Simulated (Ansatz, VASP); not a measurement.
MgO in VASP and in Ansatz

Contents of INCAR:

```
PREC     = Accurate       # precision mode
ENCUT    = 520            # plane-wave cutoff, eV
EDIFF    = 1E-6           # SCF threshold, eV
ISMEAR   = 0              # smearing method
SIGMA    = 0.05           # smearing width, eV
LREAL    = F              # projectors in reciprocal space
LASPH    = T              # aspherical terms in the spheres
NELM     = 60             # most SCF steps
ALGO     = Normal         # electronic algorithm
ISIF     = 2              # what is computed and relaxed
LWAVE    = F              # write WAVECAR
LCHARG   = T              # write CHGCAR
GGA      = PE             # functional
LELF     = T              # ELF
LVHAR    = T            
NBANDS   = 26             # bands
```

The input KPOINTS:

```
regular mesh
0
Gamma
  9 9 4
```

POSCAR

```
MgO
1.0
    3.6199122279      0.0000000000      0.0000000000
   -1.8099561140      3.1349359488      0.0000000000
    0.0000000000      0.0000000000      9.6713194993
Mg O
4 4
Direct
    0.3333333333      0.6666666667      0.9694906392
    0.0000000000      0.0000000000      0.2208211786
    0.0000000000      0.0000000000      0.7208211786
    0.6666666667      0.3333333333      0.4694906392
    0.3333333333      0.6666666667      0.7800420079
    0.0000000000      0.0000000000      0.5296443544
    0.0000000000      0.0000000000      0.0296443544
    0.6666666667      0.3333333333      0.2800420079
```

Input for Ansatz:

```yaml
crystal:
  lattice:
    - [3.6199122279, 0.0, 0.0]
    - [-1.809956114, 3.1349359488, 0.0]
    - [0.0, 0.0, 9.6713194993]
  atoms:
    - { symbol: Mg, position: [0.3333333333, 0.6666666667, 0.9694906392] }
    - { symbol: Mg, position: [0.0, 0.0, 0.2208211786] }
    - { symbol: Mg, position: [0.0, 0.0, 0.7208211786] }
    - { symbol: Mg, position: [0.6666666667, 0.3333333333, 0.4694906392] }
    - { symbol: O, position: [0.3333333333, 0.6666666667, 0.7800420079] }
    - { symbol: O, position: [0.0, 0.0, 0.5296443544] }
    - { symbol: O, position: [0.0, 0.0, 0.0296443544] }
    - { symbol: O, position: [0.6666666667, 0.3333333333, 0.2800420079] }
basis:
  ecutwfc: 520.0
kpoints:
  mp_grid: { grid: [9, 9, 4] }
hamiltonian:
  xc: pbe
  pseudopotentials: { kind: paw, azcp: { folder: soft_1 } }
scf:
  occupations: { method: gaussian, width: 0.05 }
output:
  forces: true
  stress: true
  eigenvalues: true
```

Alike in both runs: task single point; functional PBE; k mesh 9 × 9 × 4; occupations gaussian, width 0.05 eV; no spin polarisation.

|  | VASP | Ansatz |
| --- | --- | --- |
| version | VASP 6.6.1 | Ansatz 0.2.0 |
| potentials or method | VASP PAW PBE potentials, release 64 (Mg, O), cutoff 520 eV | scalar-relativistic, plane waves, PAW |
| valence electrons in the cell | 32 | 64 |

|  | VASP | Ansatz | Ansatz less VASP |
| --- | --- | --- | --- |
| gap on the k mesh at the Fermi level (eV) | 2.53 | 2.55 | +0.023 |
| least direct gap on the mesh (eV) | 2.53 | 2.55 | +0.023 |
| pressure (GPa) | -6.6 | -6.2 | +0.36 |
| traceless stress, the component that is largest in VASP (GPa) | 21.97 | 21.68 | -0.291 |
| rms of the force components (eV/Å) | 1.046 | 1.034 | -0.0127 |

Atom by atom the forces differ by 0.013 eV/Å (rms over components). The functional is the same, so the differences come from potentials, cutoffs and numerics. VASP's potentials hold 32 valence electrons a cell and Ansatz's 64, so a difference there can come from the potentials and not from the codes.
